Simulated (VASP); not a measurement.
# BP (F-43m) in VASP: a series of runs, part 2 of 2

VASP 6.6.1.

**4. Single point, PBE0**

This run uses another cell than the first one, of 11.67 Å³/atom.

Input file POSCAR:

```
BP
1.0
    0.0000000000      2.2683155811      2.2683155811
    2.2683155811      0.0000000000      2.2683155811
    2.2683155811      2.2683155811      0.0000000000
B P
1 1
Direct
    0.0000000000      0.0000000000      0.0000000000
    0.2500000000      0.2500000000      0.2500000000
```

Input file INCAR.step1:

```
SYSTEM = BP
  ALGO = Normal
  EDIFF = 1E-5
  ENCUT = 520
  GGA = PE
  ISIF = 2
  ISMEAR = 0
  LASPH = .TRUE.
  LCHARG = .FALSE.
  LREAL = .FALSE.
  LWAVE = .TRUE.
  NBANDS = 11
  NELM = 100
  PREC = Accurate
  SIGMA = 0.01
```

Input file INCAR.step2:

```
SYSTEM = BP
  AEXX = 0.25
  ALGO = Normal
  EDIFF = 1E-7
  ENCUT = 520
  GGA = PE
  ISIF = 2
  ISMEAR = 0
  ISTART = 1
  LASPH = .TRUE.
  LCHARG = .FALSE.
  LHFCALC = .TRUE.
  LREAL = .FALSE.
  LWAVE = .FALSE.
  NBANDS = 11
  NELM = 100
  PREC = Accurate
  PRECFOCK = Normal
  SIGMA = 0.01
```

Input file KPOINTS:

```
k-points
0
G
  6 6 6
  0 0 0
```

Potentials or basis: VASP PAW PBE potentials, release 64 (B, P).

On the command line:

```bash
> cat potpaw_PBE.64/B/POTCAR potpaw_PBE.64/P/POTCAR > POTCAR
> cp INCAR.step1 INCAR
> mpirun -np 1 vasp_std > vasp.out
> cp INCAR.step2 INCAR
> mpirun -np 1 vasp_std > vasp.out
```

OUTCAR:

```text
SYSTEM = BP
   AEXX = 0.25
   EDIFF = 1E-7
   ENCUT = 520
   GGA = PE
   ISIF = 2
   ISMEAR = 0
   ISTART = 1
   LASPH = .TRUE.
   LHFCALC = .TRUE.
   LREAL = .FALSE.
   NELM = 100
   PREC = Accurate
   PRECFOCK = Normal

 ion  position               nearest neighbor table
   1  0.000  0.000  0.000-   2 1.96   2 1.96   2 1.96   2 1.96
   2  0.250  0.250  0.250-   1 1.96   1 1.96   1 1.96   1 1.96

  LATTYP: Found a face centered cubic cell.
 ALAT       =     4.5366311622

  Lattice vectors:

 A1 = (   0.0000000000,   2.2683155811,   2.2683155811)
 A2 = (   2.2683155811,   0.0000000000,   2.2683155811)
 A3 = (   2.2683155811,   2.2683155811,   0.0000000000)

Analysis of symmetry for initial positions (statically):
=====================================================================
 Subroutine PRICEL returns:
 Original cell was already a primitive cell.

 Routine SETGRP: Setting up the symmetry group for a
 face centered cubic supercell.

 Subroutine GETGRP returns: Found 24 space group operations
 (whereof 24 operations were pure point group operations)
 out of a pool of 48 trial point group operations.

The static configuration has the point symmetry T_d .

Analysis of symmetry for dynamics (positions and initial velocities):
=====================================================================
 Subroutine PRICEL returns:
 Original cell was already a primitive cell.

 Routine SETGRP: Setting up the symmetry group for a
 face centered cubic supercell.

 Subroutine GETGRP returns: Found 24 space group operations
 (whereof 24 operations were pure point group operations)
 out of a pool of 48 trial point group operations.

The dynamic configuration has the point symmetry T_d .

 Subroutine INISYM returns: Found 24 space group operations
 (whereof 24 operations are pure point group operations),
 and found     1 'primitive' translations

----------------------------------------------------------------------------------------
[... 119 lines left out ...]
   ENCUTFOCK=  -1.0 apply spherical cutoff to Coloumb kernel
   IVDW    =     0    specifies the selected vdW correction
   LEPSILON=     F    determine dielectric tensor
   LRPA    =     F    only Hartree local field effects (RPA)
 non-spin polarized calculation
 Gauss-broadening in eV      SIGMA  =   0.01
  energy-cutoff  :      520.00
  volume of cell :       23.34
 maximum number of plane-waves:       636
  NGX = 18; NGY = 18; NGZ = 18

 number of electron       8.0000000 magnetization

 Free energy of the ion-electron system (eV)
  ---------------------------------------------------
  ext. energy  EPLUGINS =         0.00000000
  ---------------------------------------------------
  free energy    TOTEN  =       -15.77356145 eV

  energy without entropy =      -15.77356145  energy(sigma->0) =      -15.77356145

 E-fermi :   6.7306     XC(G=0):  -8.6089

 val. band max:        6.6558340775   @ k =   0.0000   0.0000   0.0000
 cond. band min:       9.4412594713   @ k =   0.5000   0.5000   0.0000
 fundamental gap:      2.7854253939
 Fermi energy:         6.7305589699

 k-point     1 :       0.0000    0.0000    0.0000
  band No.  band energies     occupation
      1     -10.5207      2.00000
      2       6.6558      2.00000
      3       6.6558      2.00000
      4       6.6558      2.00000
      5      11.7078      0.00000
      6      11.7078      0.00000
      7      11.7078      0.00000
      8      16.1037      0.00000
      9      20.0104      0.00000
     10      20.8609      0.00000
     11      20.8609      0.00000
[... 197 lines left out ...]
 k-point    16 :      -0.3333    0.5000    0.1667
  band No.  band energies     occupation
      1      -4.8989      2.00000
      2      -2.6010      2.00000
      3       0.8132      2.00000
      4       0.9490      2.00000
      5      12.1340      0.00000
      6      12.7791      0.00000
      7      17.9416      0.00000
      8      18.5989      0.00000
      9      21.9904      0.00000
     10      25.3136      0.00000
     11      25.6022      0.00000

------------------------ aborting loop because EDIFF is reached ----------------------------------------

  FORCE on cell =-STRESS in cart. coord.  units (eV):
  Direction    XX          YY          ZZ          XY          YZ          ZX
  --------------------------------------------------------------------------------------
  -------------------------------------------------------------------------------------
  Total       -0.2968517     -0.2968517     -0.2968517     -0.0000000      0.0000000      0.0000000
  in kB      -20.3755690    -20.3755690    -20.3755690     -0.0000000      0.0000000      0.0000000
  external PRESSURE =     -20.3755690 kB  Pullay stress =       0.0000000 kB

 VOLUME and BASIS-vectors are now :
 -----------------------------------------------------------------------------
  energy-cutoff  :      520.00
  volume of cell :       23.34
      direct lattice vectors                 reciprocal lattice vectors
     0.000000000  2.268315581  2.268315581    -0.220427882  0.220427882  0.220427882
     2.268315581  0.000000000  2.268315581     0.220427882 -0.220427882  0.220427882
     2.268315581  2.268315581  0.000000000     0.220427882  0.220427882 -0.220427882

 POSITION                                       TOTAL-FORCE (eV/Angst)
 -----------------------------------------------------------------------------------
      0.00000      0.00000      0.00000         0.000000      0.000000      0.000000
      1.13416      1.13416      1.13416        -0.000000     -0.000000     -0.000000
 -----------------------------------------------------------------------------------
    total drift:                                0.000000      0.000000      0.000000

  FREE ENERGIE OF THE ION-ELECTRON SYSTEM (eV)
  ---------------------------------------------------
  free  energy   TOTEN  =       -15.7735614450 eV

  energy  without entropy=      -15.7735614450  energy(sigma->0) =      -15.77356145
```

Wall time 10 min (1 thread of Intel Xeon 8259CL, shared host); peak memory 0.14 GiB.

Results:

| Item | Value |
| --- | --- |
| Free energy | -15.7736 eV |
| Pressure | -2.0 GPa |
| Band gap on the k mesh | 2.79 eV (least direct gap 5.05 eV) |

Levels at points of the mesh, in eV from the valence-band top:
```
           k point  band 2  band 3  band 4  band 5  band 6  band 7
(0.00, 0.00, 0.00)    0.00    0.00    0.00    5.05    5.05    5.05
(0.50, 0.00, 0.00)  -10.08   -1.96   -1.96    5.48    6.46    6.46
(0.50, 0.50, 0.00)   -9.65   -4.56   -4.56    2.79    3.13   14.61
```

Caveat: the PAW data sets were made with another functional, which shifts forces and pressure a little. A k mesh can miss the band edges.

**5. Single point, HF**

This run uses another cell than the first one, of 11.67 Å³/atom.

POSCAR is that of step 4.

Input file INCAR.step1:

```
SYSTEM = BP
PREC = Accurate ; ENCUT = 520
EDIFF = 1E-5 ; ISMEAR = 0
SIGMA = 0.01 ; LREAL = .False.
LASPH = .True. ; NELM = 60
ALGO = Normal ; ISIF = 2
LWAVE = .True. ; LCHARG = .False.
NBANDS = 11 ; GGA = PE
```

Input file INCAR.step2:

```
SYSTEM = BP
PREC = Accurate ; ENCUT = 520
EDIFF = 1E-6 ; ISMEAR = 0
SIGMA = 0.01 ; LREAL = .False.
LASPH = .True. ; NELM = 60
ALGO = Normal ; ISIF = 2
LWAVE = .False. ; LCHARG = .False.
GGA = PE ; LHFCALC = .True.
AEXX = 1.0 ; ALDAC = 0.0
AGGAC = 0.0 ; PRECFOCK = Normal
NBANDS = 11 ; ISTART = 1
```

Input file KPOINTS:

```
Automatic mesh
0
Gamma
  6 6 6
  0 0 0
```

On the command line:

```bash
> cat potpaw_PBE.64/B/POTCAR potpaw_PBE.64/P/POTCAR > POTCAR
> cp INCAR.step1 INCAR
> mpirun -np 1 vasp_std > vasp.out
> cp INCAR.step2 INCAR
> mpirun -np 1 vasp_std > vasp.out
```

Wall time 8.4 min (1 thread of Intel Xeon 8259CL, shared host); peak memory 0.14 GiB.

It converged, with:

```yaml
Free_energy: -21.4598 eV
Pressure: 3.9 GPa
Band_gap_on_the_k_mesh: 8.09 eV (least direct gap 10.85 eV)
```

Levels at points of the mesh, in eV from the valence-band top:
| k point | band 2 | band 3 | band 4 | band 5 | band 6 | band 7 |
| --- | --- | --- | --- | --- | --- | --- |
| (0.00, 0.00, 0.00) | 0.00 | 0.00 | 0.00 | 10.85 | 10.85 | 10.85 |
| (0.50, 0.00, 0.00) | -12.53 | -2.36 | -2.36 | 11.31 | 12.44 | 12.44 |
| (0.50, 0.50, 0.00) | -12.32 | -5.54 | -5.54 | 8.09 | 8.48 | 22.54 |

Caveat: the cell stands under pressure; the PAW data sets were made with another functional, which shifts forces and pressure a little.

**6. Summary**

| level | cell | smearing | share of exact exchange | screening parameter | gap on the mesh (eV) | pressure (GPa) |
| --- | --- | --- | --- | --- | --- | --- |
| HSE06 | a = 3.200 Å, angles 60.0°, 2 atoms | fermi-dirac 0.02 eV | 0.25 | 0.2079 1/Å | 2.04 | -0.6 |
| HSE06 | a = 3.208 Å, angles 60.0°, 2 atoms | gaussian 0.01 eV | 0.25 | 0.2079 1/Å | 2.06 | -1.9 |
| PBE0 | a = 3.208 Å, angles 60.0°, 2 atoms | gaussian 0.01 eV | 0.25 | - | 2.79 | -2.0 |
| HF | a = 3.208 Å, angles 60.0°, 2 atoms | gaussian 0.01 eV | 1 | - | 8.09 | 3.9 |

Alike in all rows: task single point; potentials or basis VASP PAW PBE potentials, release 64 (B, P); no spin polarisation; k mesh 6 × 6 × 6; cutoff (eV) 520.

Caveats: the PAW data sets were made with another functional, which shifts forces and pressure a little; the cell stands under pressure (at least some runs).

Absolute energies hang on the potentials; compare differences alone.
